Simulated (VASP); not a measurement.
# K2S (Fm-3m) in VASP: further runs

Aim: see how the results for K2S move with the level of theory and the settings. Levels: LDA, r2SCAN. Tasks: single point.

All numbers are computed with VASP 6.6.1; they aren't measurements. Logs are shortened: lines on timing, memory, paths and dates and some standing lists are left out, and cuts for length are marked.

**1. The cell of the first run**

Symmetry: Fm-3m, No. 225, cubic system. Conventional cell: a = 7.406 Å, b = 7.406 Å, c = 7.406 Å, α = 90.00°, β = 90.00°, γ = 90.00°. S (site symmetry m-3m) has 8 K at 3.21 Å within 4.2 Å. K (site symmetry -43m) has 4 S at 3.21 Å and 6 K at 3.70 Å within 4.2 Å.

**2. Single point, LDA**

Contents of INCAR:

```
  PREC = Accurate
  ENCUT = 500
  EDIFF = 1E-6
  ISMEAR = 0
  SIGMA = 0.01
  LREAL = False
  LASPH = True
  NELM = 120
  ALGO = Normal
  ISIF = 2
  LWAVE = False
  LCHARG = False
  NBANDS = 19
  GGA_COMPAT = False
```

Contents of KPOINTS:

```
Automatic mesh
0
Gamma
  4 4 4
```

Contents of POSCAR:

```
K2S
1.0
    0.0000000000      3.7027568516      3.7027568516
    3.7027568516      0.0000000000      3.7027568516
    3.7027568516      3.7027568516      0.0000000000
S K
1 2
Direct
    0.0000000000      0.0000000000      0.0000000000
    0.2500000000      0.2500000000      0.2500000000
    0.7500000000      0.7500000000      0.7500000000
```

Potentials or basis: VASP PAW LDA potentials, release 64 (S, K_sv).

Launch:

```bash
> cat potpaw_LDA.64/S/POTCAR potpaw_LDA.64/K_sv/POTCAR > POTCAR
> mpirun -np 1 vasp_std > vasp.out
```

OUTCAR:

```text
PREC = Accurate
   ENCUT = 500
   EDIFF = 1E-6
   ISMEAR = 0
   LREAL = False
   LASPH = True
   NELM = 120
   ISIF = 2

 ion  position               nearest neighbor table
   1  0.000  0.000  0.000-   3 3.21   3 3.21   3 3.21   2 3.21   3 3.21   2 3.21   2 3.21   2 3.21

   2  0.250  0.250  0.250-   1 3.21   1 3.21   1 3.21   1 3.21   3 3.70   3 3.70   3 3.70   3 3.70
                             3 3.70   3 3.70
   3  0.750  0.750  0.750-   1 3.21   1 3.21   1 3.21   1 3.21   2 3.70   2 3.70   2 3.70   2 3.70
                             2 3.70   2 3.70

  LATTYP: Found a face centered cubic cell.
 ALAT       =     7.4055137032

  Lattice vectors:

 A1 = (   0.0000000000,   3.7027568516,   3.7027568516)
 A2 = (   3.7027568516,   0.0000000000,   3.7027568516)
 A3 = (   3.7027568516,   3.7027568516,   0.0000000000)

Analysis of symmetry for initial positions (statically):
=====================================================================
 Subroutine PRICEL returns:
 Original cell was already a primitive cell.

 Routine SETGRP: Setting up the symmetry group for a
 face centered cubic supercell.

 Subroutine GETGRP returns: Found 48 space group operations
 (whereof 48 operations were pure point group operations)
 out of a pool of 48 trial point group operations.

The static configuration has the point symmetry O_h .

Analysis of symmetry for dynamics (positions and initial velocities):
=====================================================================
 Subroutine PRICEL returns:
 Original cell was already a primitive cell.

 Routine SETGRP: Setting up the symmetry group for a
 face centered cubic supercell.

 Subroutine GETGRP returns: Found 48 space group operations
 (whereof 48 operations were pure point group operations)
 out of a pool of 48 trial point group operations.

The dynamic configuration has the point symmetry O_h .

 Subroutine INISYM returns: Found 48 space group operations
 (whereof 48 operations are pure point group operations),
 and found     1 'primitive' translations

----------------------------------------------------------------------------------------

                                     Primitive cell

  volume of cell :     101.5326

  direct lattice vectors                    reciprocal lattice vectors
     0.000000000  3.702756852  3.702756852    -0.135034522  0.135034522  0.135034522
     3.702756852  0.000000000  3.702756852     0.135034522 -0.135034522  0.135034522
     3.702756852  3.702756852  0.000000000     0.135034522  0.135034522 -0.135034522

  length of vectors
     5.236488958  5.236488958  5.236488958     0.233886652  0.233886652  0.233886652

  position of ions in fractional coordinates (direct lattice)
     0.000000000  0.000000000  0.000000000
     0.250000000  0.250000000  0.250000000
     0.750000000  0.750000000  0.750000000

  ion indices of the primitive-cell ions
   primitive index   ion index
                 1           1
                 2           2
                 3           3

----------------------------------------------------------------------------------------

 KPOINTS: Automatic mesh

Automatic generation of k-mesh.
 Grid dimensions read from file:
 generate k-points for:    4    4    4

 Generating k-lattice:

  Cartesian coordinates                     Fractional coordinates (reciprocal lattice)
    -0.033758630  0.033758630  0.033758630     0.250000000  0.000000000  0.000000000
     0.033758630 -0.033758630  0.033758630     0.000000000  0.250000000  0.000000000
     0.033758630  0.033758630 -0.033758630     0.000000000  0.000000000  0.250000000

  Length of vectors
     0.058471663  0.058471663  0.058471663

  Shift w.r.t. Gamma in fractional coordinates (k-lattice)
     0.000000000  0.000000000  0.000000000

 Subroutine IBZKPT returns following result:
 ===========================================

 Found      8 irreducible k-points:

 Following reciprocal coordinates:
            Coordinates               Weight
  0.000000  0.000000  0.000000      1.000000
  0.250000  0.000000  0.000000      8.000000
  0.500000  0.000000  0.000000      4.000000
  0.250000  0.250000  0.000000      6.000000
  0.500000  0.250000  0.000000     24.000000
 -0.250000  0.250000  0.000000     12.000000
  0.500000  0.500000  0.000000      3.000000
 -0.250000  0.500000  0.250000      6.000000
   k-points           NKPTS =      8   k-points in BZ     NKDIM =      8   number of bands    NBANDS=     19
   number of dos      NEDOS =    301   number of ions     NIONS =      3
   total plane-waves  NPLWV =  64000
   dimension x,y,z NGX =    40 NGY =   40 NGZ =   40
   dimension x,y,z NGXF=    80 NGYF=   80 NGZF=   80
   ions per type =               1   2
   NGX,Y,Z   is equivalent  to a cutoff of  12.70, 12.70, 12.70 a.u.
   NGXF,Y,Z  is equivalent  to a cutoff of  25.40, 25.40, 25.40 a.u.
 SYSTEM =  unknown system
   PREC   = accura    normal or accurate (medium, high low for compatibility)
   ISTART =      0    job   : 0-new  1-cont  2-samecut
   ICHARG =      2    charge: 1-file 2-atom 10-const
   ISPIN  =      1    spin polarized calculation?
   LNONCOLLINEAR =      F non collinear calculations
   LSORBIT =      F    spin-orbit coupling
   LASPH  =      T    aspherical Exc in radial PAW
   ENCUT  =  500.0 eV  36.75 Ry    6.06 a.u.   9.55  9.55  9.55*2*pi/ulx,y,z
   NELM   =    120;   NELMIN=  2; NELMDL= -5     # of ELM steps
   EDIFF  = 0.1E-05   stopping-criterion for ELM
   LREAL  =      F    real-space projection
   EDIFFG = 0.1E-04   stopping-criterion for IOM
   NSW    =      0    number of steps for IOM
   IBRION =     -1    ionic relax: 0-MD 1-quasi-New 2-CG
   NFREE  =      0    steps in history (QN), initial steepest desc. (CG)
   ISIF   =      2    stress and relaxation
   ISYM   =      2    0-nonsym 1-usesym 2-fastsym
   POTIM  = 0.5000    time-step for ionic-motion
   TEBEG  =    0.0;   TEEND  =   0.0 temperature during run
   PSTRESS=    0.0 pullay stress
   NELECT =      24.0000    total number of electrons
   NUPDOWN=      -1.0000    fix difference up-down
   EMIN   =  10.00;   EMAX   =-10.00  energy-range for DOS
   EFERMI =   0.00;   METHOD = LEGACY
   ISMEAR =     0;   SIGMA  =   0.01  broadening in eV -4-tet -1-fermi 0-gaus
   EFERMI_NEDOS =   21; number of points for ismear=-14 and -15
   IALGO  =     38    algorithm
   IMIX   =      4    mixing-type and parameters
     AMIX     =   0.40;   BMIX     =  1.00
     AMIX_MAG =   1.60;   BMIX_MAG =  1.00
  volume/ion in A,a.u.               =      33.84       228.39
  Fermi-wavevector in a.u.,A,eV,Ry     =   1.012224  1.912826 13.940500  1.024598
  Thomas-Fermi vector in A             =   2.145321
   LORBIT       =      0    0 simple, 1 ext, 2 COOP (PROOUT), +10 PAW based schemes
   GGA     = CA    functional components
   LHFCALC =     F    Hartree Fock is set to
   AEXX    =    0.0000 exact exchange contribution
   IVDW    =     0    specifies the selected vdW correction
   LEPSILON=     F    determine dielectric tensor
   LRPA    =     F    only Hartree local field effects (RPA)
 non-spin polarized calculation
 Gauss-broadening in eV      SIGMA  =   0.01
  energy-cutoff  :      500.00
  volume of cell :      101.53
 maximum number of plane-waves:      2637
 NGX is ok and might be reduce to    40
   NGX = 19   NGY = 19   NGZ = 19

 number of electron      23.9999996 magnetization

 Free energy of the ion-electron system (eV)
  ---------------------------------------------------
  ext. energy  EPLUGINS =         0.00000000
  ---------------------------------------------------
  free energy    TOTEN  =       -10.36173343 eV

  energy without entropy =      -10.36173343  energy(sigma->0) =      -10.36173343

 E-fermi :  -0.5520     XC(G=0):  -7.8137

 val. band max:       -0.6259458572   @ k =   0.5000   0.5000   0.0000
 cond. band min:       1.4846712092   @ k =   0.0000   0.0000   0.0000
 fundamental gap:      2.1106170665
 Fermi energy:        -0.5520490902

 k-point     1 :       0.0000    0.0000    0.0000
  band No.  band energies     occupation
      1     -29.4404      2.00000
      2     -29.3516      2.00000
      3     -13.2774      2.00000
      4     -13.2774      2.00000
      5     -13.2774      2.00000
      6     -13.0247      2.00000
      7     -13.0247      2.00000
      8     -13.0247      2.00000
      9     -10.1830      2.00000
     10      -0.8328      2.00000
     11      -0.8328      2.00000
     12      -0.8328      2.00000
     13       1.4847      0.00000
     14       4.6407      0.00000
     15       4.6407      0.00000
     16       6.6622      0.00000
     17       6.6622      0.00000
     18       6.6622      0.00000
     19       7.5722      0.00000

 k-point     2 :       0.2500    0.0000    0.0000
  band No.  band energies     occupation
      1     -29.4269      2.00000
      2     -29.3641      2.00000
      3     -13.2666      2.00000
      4     -13.2449      2.00000
      5     -13.2449      2.00000
      6     -13.1138      2.00000
      7     -13.0661      2.00000
      8     -13.0661      2.00000
      9     -10.0710      2.00000
     10      -1.1544      2.00000
     11      -0.7649      2.00000
     12      -0.7649      2.00000
     13       2.5752      0.00000
     14       4.7491      0.00000
     15       4.7491      0.00000
     16       5.6201      0.00000
     17       6.7102      0.00000
     18       6.8972      0.00000
     19       6.8973      0.00000

 k-point     3 :       0.5000    0.0000    0.0000
  band No.  band energies     occupation
      1     -29.3950      2.00000
      2     -29.3949      2.00000
      3     -13.2703      2.00000
      4     -13.1813      2.00000
      5     -13.1651      2.00000
      6     -13.1651      2.00000
      7     -13.1547      2.00000
      8     -13.1547      2.00000
      9      -9.9690      2.00000
     10      -1.2886      2.00000
     11      -0.6963      2.00000
     12      -0.6963      2.00000
     13       3.8820      0.00000
     14       4.1258      0.00000
     15       4.9929      0.00000
     16       4.9929      0.00000
     17       6.8230      0.00000
     18       6.8232      0.00000
     19       6.9145      0.00000

 k-point     4 :       0.2500    0.2500    0.0000
  band No.  band energies     occupation
      1     -29.4248      2.00000
      2     -29.3657      2.00000
      3     -13.3105      2.00000
      4     -13.3105      2.00000
      5     -13.2724      2.00000
      6     -13.1179      2.00000
      7     -13.0050      2.00000
      8     -13.0050      2.00000
      9     -10.0410      2.00000
     10      -1.2611      2.00000
     11      -0.7256      2.00000
     12      -0.7256      2.00000
     13       2.8268      0.00000
     14       4.1616      0.00000
     15       5.0965      0.00000
     16       5.6554      0.00000
     17       6.6256      0.00000
     18       6.6256      0.00000
     19       6.8356      0.00000

 k-point     5 :       0.5000    0.2500    0.0000
  band No.  band energies     occupation
      1     -29.4051      2.00000
      2     -29.3843      2.00000
      3     -13.4112      2.00000
      4     -13.3019      2.00000
      5     -13.2886      2.00000
      6     -13.0481      2.00000
      7     -13.0355      2.00000
      8     -13.0126      2.00000
      9      -9.9462      2.00000
     10      -1.2422      2.00000
     11      -0.8085      2.00000
     12      -0.6612      2.00000
     13       3.0996      0.00000
     14       4.6713      0.00000
     15       5.0466      0.00000
     16       5.4618      0.00000
     17       6.3120      0.00000
     18       6.5431      0.00000
     19       7.2949      0.00000

 k-point     6 :      -0.2500    0.2500    0.0000
  band No.  band energies     occupation
      1     -29.4097      2.00000
      2     -29.3801      2.00000
      3     -13.3792      2.00000
      4     -13.2415      2.00000
      5     -13.1861      2.00000
      6     -13.1529      2.00000
      7     -13.1335      2.00000
      8     -12.9869      2.00000
      9      -9.9743      2.00000
     10      -1.1555      2.00000
     11      -0.8697      2.00000
     12      -0.7005      2.00000
     13       3.2704      0.00000
     14       4.4741      0.00000
     15       4.9742      0.00000
     16       5.6446      0.00000
     17       6.1000      0.00000
     18       6.3938      0.00000
     19       7.2493      0.00000

 k-point     7 :       0.5000    0.5000    0.0000
  band No.  band energies     occupation
      1     -29.4091      2.00000
      2     -29.3797      2.00000
      3     -13.4960      2.00000
      4     -13.3431      2.00000
      5     -13.3431      2.00000
      6     -12.9854      2.00000
      7     -12.9854      2.00000
      8     -12.9522      2.00000
      9      -9.9219      2.00000
     10      -1.4235      2.00000
     11      -0.6259      2.00000
     12      -0.6259      2.00000
     13       2.6663      0.00000
     14       4.4215      0.00000
     15       5.7475      0.00000
     16       5.7713      0.00000
     17       6.7562      0.00000
     18       6.7562      0.00000
     19       6.9441      0.00000

 k-point     8 :      -0.2500    0.5000    0.2500
  band No.  band energies     occupation
      1     -29.3945      2.00000
      2     -29.3945      2.00000
      3     -13.4689      2.00000
      4     -13.3721      2.00000
      5     -13.1683      2.00000
      6     -13.1683      2.00000
      7     -12.9703      2.00000
      8     -12.9675      2.00000
      9      -9.9195      2.00000
     10      -1.0355      2.00000
     11      -1.0355      2.00000
     12      -0.6428      2.00000
     13       2.8759      0.00000
     14       4.9140      0.00000
     15       4.9140      0.00000
     16       5.9052      0.00000
     17       6.4508      0.00000
     18       6.4508      0.00000
     19       7.0225      0.00000

------------------------ aborting loop because EDIFF is reached ----------------------------------------

  FORCE on cell =-STRESS in cart. coord.  units (eV):
  Direction    XX          YY          ZZ          XY          YZ          ZX
  --------------------------------------------------------------------------------------
  -------------------------------------------------------------------------------------
  Total       -1.0540828     -1.0540828     -1.0540828     -0.0000000     -0.0000000      0.0000000
  in kB      -16.6333495    -16.6333495    -16.6333495     -0.0000000     -0.0000000      0.0000000
  external PRESSURE =     -16.6333495 kB  Pullay stress =       0.0000000 kB

 VOLUME and BASIS-vectors are now :
 -----------------------------------------------------------------------------
  energy-cutoff  :      500.00
  volume of cell :      101.53
      direct lattice vectors                 reciprocal lattice vectors
     0.000000000  3.702756852  3.702756852    -0.135034522  0.135034522  0.135034522
     3.702756852  0.000000000  3.702756852     0.135034522 -0.135034522  0.135034522
     3.702756852  3.702756852  0.000000000     0.135034522  0.135034522 -0.135034522

 POSITION                                       TOTAL-FORCE (eV/Angst)
 -----------------------------------------------------------------------------------
      0.00000      0.00000      0.00000         0.000000     -0.000000     -0.000000
      1.85138      1.85138      1.85138        -0.000000     -0.000000     -0.000000
      5.55414      5.55414      5.55414         0.000000      0.000000      0.000000
 -----------------------------------------------------------------------------------
    total drift:                               -0.000000     -0.000000      0.000000

  FREE ENERGIE OF THE ION-ELECTRON SYSTEM (eV)
  ---------------------------------------------------
  free  energy   TOTEN  =       -10.3617334335 eV

  energy  without entropy=      -10.3617334335  energy(sigma->0) =      -10.36173343
```

It used 56 s of CPU time on 1 thread of AMD EPYC 7R13 Processor (Zen 3), on a shared host.

Results:

- Free energy: -10.3617 eV
- Pressure: -1.7 GPa
- Band gap on the k mesh: 2.11 eV, indirect (least direct gap 2.32 eV)

A k mesh can miss the band edges. As with any semilocal functional, this LDA gap is likely too small.

**3. Single point, r2SCAN**

POSCAR is that of step 2.

Contents of INCAR.step1:

```
SYSTEM = K2S
ALGO = Normal
EDIFF = 1E-5
ENCUT = 550
GGA = PE
GGA_COMPAT = .False.
ISMEAR = 0
LASPH = .True.
LCHARG = .False.
LREAL = .False.
LWAVE = .True.
NBANDS = 19
NELM = 120
PREC = Accurate
SIGMA = 0.01
```

Contents of INCAR.step2:

```
SYSTEM = K2S
ALGO = Normal
EDIFF = 1E-6
ENCUT = 550
GGA_COMPAT = .False.
ISIF = 2
ISMEAR = 0
ISTART = 1
LASPH = .True.
LCHARG = .False.
LMIXTAU = .True.
LREAL = .False.
LWAVE = .False.
METAGGA = R2SCAN
NBANDS = 19
NELM = 120
PREC = Accurate
SIGMA = 0.01
```

Contents of KPOINTS:

```
k-points
0
Gamma
  4 4 4
  0 0 0
```

Potentials or basis: VASP PAW PBE potentials, release 64 (S, K_sv).

Launch:

```bash
> cat potpaw_PBE.64/S/POTCAR potpaw_PBE.64/K_sv/POTCAR > POTCAR
> cp INCAR.step1 INCAR
> mpirun -np 1 vasp_std > vasp.out
> cp INCAR.step2 INCAR
> mpirun -np 1 vasp_std > vasp.out
```

It used 170 s of CPU time on 1 thread of AMD EPYC 7R13 Processor (Zen 3) (shared host).

The run converged. Its results:

```
Free energy            : -23.8134 eV
Pressure               : 0.0 GPa
Band gap on the k mesh : 2.76 eV, indirect (least direct gap 2.95 eV)
```

Levels at points of the mesh, in eV from the valence-band top:
| k point | band 8 | band 9 | band 10 | band 11 | band 12 | band 13 | band 14 | band 15 | band 16 | band 17 |
| --- | --- | --- | --- | --- | --- | --- | --- | --- | --- | --- |
| (0.00, 0.00, 0.00) | -13.05 | -10.04 | -0.19 | -0.19 | -0.19 | 2.76 | 5.95 | 5.95 | 8.00 | 8.00 |
| (0.50, 0.00, 0.00) | -13.16 | -9.84 | -0.60 | -0.06 | -0.06 | 4.95 | 5.61 | 6.26 | 6.26 | 8.22 |
| (0.50, 0.50, 0.00) | -12.98 | -9.79 | -0.71 | 0.00 | 0.00 | 3.71 | 5.90 | 7.18 | 7.20 | 8.13 |

Caveat: the PAW data sets were made with another functional, which shifts forces and pressure a little. A k mesh can miss the band edges.
